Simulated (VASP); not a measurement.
# SrTlI3: single point with PBE-based global hybrid

The system is SrTlI3.

```xyz
5
Lattice="6.3606 0.0000 0.0000 0.0000 6.3606 0.0000 0.0000 0.0000 6.3606" Properties=species:S:1:pos:R:3 pbc="T T T"
Tl    0.0000    0.0000    0.0000
Sr    3.1803    3.1803    3.1803
I     3.1803    3.1803    0.0000
I     3.1803    0.0000    3.1803
I     0.0000    3.1803    3.1803
```

* Program: VASP 6.6.1
* Task: single point
* Functional: PBE-based global hybrid
* Potentials or basis: VASP PAW PBE potentials, release 64 (Tl_d, Sr_sv, I)
* Cutoff: 520 eV
* k mesh: 2 × 2 × 2
* Occupations: gaussian, width 0.01 eV
* Spin: no spin polarisation
* Dipole correction: no
* Grid for exact exchange (PRECFOCK): Fast
* Share of exact exchange: 0.05
* Further INCAR settings: ALGO = Normal; EDIFF = 1e-06; NBANDS = 30

```json
{
  "Pressure": "0.5 GPa",
  "Band gap on the k mesh": "2.84 eV, indirect (least direct gap 3.17 eV)"
}
```

Levels at points of the mesh, in eV from the valence-band top:
| k point | band 19 | band 20 | band 21 | band 22 | band 23 | band 24 | band 25 | band 26 |
| --- | --- | --- | --- | --- | --- | --- | --- | --- |
| (0.00, 0.00, 0.00) | -0.54 | -0.32 | -0.32 | -0.32 | 3.91 | 3.91 | 3.91 | 4.50 |
| (0.50, 0.00, 0.00) | -0.80 | -0.64 | -0.36 | -0.36 | 2.84 | 3.56 | 3.56 | 4.59 |
| (0.50, 0.50, 0.00) | -0.94 | -0.86 | -0.86 | 0.00 | 3.16 | 3.48 | 3.48 | 5.83 |
| (0.50, 0.50, 0.50) | -1.38 | 0.00 | 0.00 | 0.00 | 3.87 | 3.87 | 3.87 | 6.13 |

It took 5.1 min on 1 thread of Oxide Virtual Turin-like Processor, on a shared host, peak memory 0.32 GiB.

Caveat: the k points lie up to 0.49 Å⁻¹ apart; the PAW data sets were made with another functional, which shifts forces and pressure a little; spin-orbit coupling is left out, which moves the levels of the heavy elements. A k mesh can miss the band edges.
